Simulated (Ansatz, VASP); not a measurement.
One calculation of Mg2SO, two programs

File POSCAR:

```
Mg2SO
1.0
    1.7027154323      0.9830632132      5.6053094537
   -1.7027154323      0.9830632132      5.6053094537
    0.0000000000     -1.9661264264      5.6053094537
O S Mg
1 1 2
Direct
    1.0000000000      0.0000000000      0.0000000000
    0.5000000000      0.5000000000      0.5000000000
    0.2616612352      0.2616612352      0.2616612352
    0.7383387648      0.7383387648      0.7383387648
```

Contents of INCAR.step1:

```
  PREC = Accurate
  ENCUT = 520
  ISMEAR = 0
  SIGMA = 0.01
  LREAL = F
  LASPH = T
  NELM = 60
  NBANDS = 16
  GGA = PE
  ALGO = Normal
  EDIFF = 1E-4
  LWAVE = T
  LCHARG = F
```

File INCAR.step2:

```
  PREC = Accurate
  ENCUT = 520
  EDIFF = 1E-7
  ISMEAR = 0
  SIGMA = 0.01
  LREAL = F
  LASPH = T
  NELM = 60
  ALGO = Normal
  ISIF = 2
  LWAVE = F
  LCHARG = F
  METAGGA = R2SCAN
  LMIXTAU = T
  NBANDS = 16
  ISTART = 1
```

KPOINTS

```
regular mesh
0
Gamma
  8 8 8
```

Input for Ansatz:

```yaml
crystal:
  lattice:
    - [1.7027154323, 0.9830632132, 5.6053094537]
    - [-1.7027154323, 0.9830632132, 5.6053094537]
    - [0.0, -1.9661264264, 5.6053094537]
  atoms:
    - { symbol: O, position: [1.0, 0.0, 0.0] }
    - { symbol: S, position: [0.5, 0.5, 0.5] }
    - { symbol: Mg, position: [0.2616612352, 0.2616612352, 0.2616612352] }
    - { symbol: Mg, position: [0.7383387648, 0.7383387648, 0.7383387648] }
kpoints:
  mp_grid: { grid: [8, 8, 8] }
hamiltonian:
  xc: r2scan
scf:
  occupations: { method: fixed }
  n_extra_bands: 5
output:
  forces: true
  stress: true
  eigenvalues: true
```

Alike in both runs: task single point; functional r2SCAN; k mesh 8 × 8 × 8; no spin polarisation.

```csv
,VASP,Ansatz
version,VASP 6.6.1,Ansatz 0.2.0
potentials or method,"VASP PAW PBE potentials, release 64 (O, S, Mg)","plane waves, PAW"
plane-wave cutoff (eV),520,500
occupations,"gaussian, width 0.01 eV",fixed
valence electrons in the cell,16,32
```

VASP gave:

- gap on the k mesh at the Fermi level (eV): 1.42
- pressure (GPa): -6.2
- traceless stress, the component that is largest in VASP (GPa): -0.06
- rms of the force components (eV/Å): 0.050

Question: Which values does Ansatz return?

Answer: gap on the k mesh at the Fermi level (eV): 1.46; pressure (GPa): -5.6; traceless stress, the component that is largest in VASP (GPa): -0.08; rms of the force components (eV/Å): 0.046.

VASP's potentials were made for PBE, not for r2SCAN. Atom by atom the forces differ by 0.004 eV/Å (rms over components). VASP's potentials hold 16 valence electrons a cell and Ansatz's 32, so a difference there can come from the potentials and not from the codes.
